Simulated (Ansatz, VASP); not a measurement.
Tl: VASP beside Ansatz

The input INCAR:

```
ALGO = Normal
EDIFF = 1E-8
ENCUT = 520
ISIF = 2
ISMEAR = -1
LASPH = True
LCHARG = False
LEFG = True
LREAL = False
LWAVE = False
NBANDS = 12
NELM = 100
PREC = Accurate
SIGMA = 0.05
```

KPOINTS

```
k-points
0
Gamma
  13 13 13
```

File POSCAR:

```
Tl
1.0
   -1.9410000000      1.9410000000      1.9410000000
    1.9410000000     -1.9410000000      1.9410000000
    1.9410000000      1.9410000000     -1.9410000000
Tl
1
Direct
    0.0000000000      0.0000000000      0.0000000000
```

Input for Ansatz:

```yaml
crystal:
  lattice:
    - [-1.941, 1.941, 1.941]
    - [1.941, -1.941, 1.941]
    - [1.941, 1.941, -1.941]
  atoms:
    - { symbol: Tl, position: [0.0, 0.0, 0.0] }
kpoints:
  mp_grid: { grid: [13, 13, 13] }
  band_path:
    path:
      - [0.0, 0.0, 0.0]
      - [0.5, -0.5, 0.5]
      - [0.0, 0.0, 0.5]
      - [0.0, 0.0, 0.0]
      - [0.25, 0.25, 0.25]
      - [0.5, -0.5, 0.5]
      - [0.25, 0.25, 0.25]
      - [0.0, 0.0, 0.5]
    npoints: 14
scf:
  occupations: { method: fermi_dirac, width: 0.05 }
hamiltonian:
  xc: lda
  pseudopotentials: { kind: paw }
output:
  forces: true
  stress: true
  eigenvalues: true
  efg: { contact_densities: true }
  populations: true
  bader: true
  dos: { projected: true, de: 0.2, e_range: [-14, 8] }
  write_density: true
  write_potential: true
  elf: true
  volumetric_format: npy
```

Alike in both runs: task electric field gradients; functional LDA; k mesh 13 × 13 × 13; occupations fermi-dirac, width 0.05 eV; no spin polarisation.

|  | VASP | Ansatz |
| --- | --- | --- |
| version | VASP 6.6.1 | Ansatz 0.2.0 |
| potentials or method | VASP PAW LDA potentials, release 64 (Tl_d) | PAW with Ansatz's default frozen-core files, scalar-relativistic |
| plane-wave cutoff (eV) | 520 | 420 |
| valence electrons in the cell | 13 | 13 |

Ansatz gave:

| Item | Value |
| --- | --- |
| pressure (GPa) | -2.5 |

Question: Estimate VASP's values.

Answer: Pressure (GPa): -2.4.

LDA's correlation is that of Perdew and Zunger in VASP and of Perdew and Wang (1992) in Ansatz.

Spin-orbit coupling is off throughout.
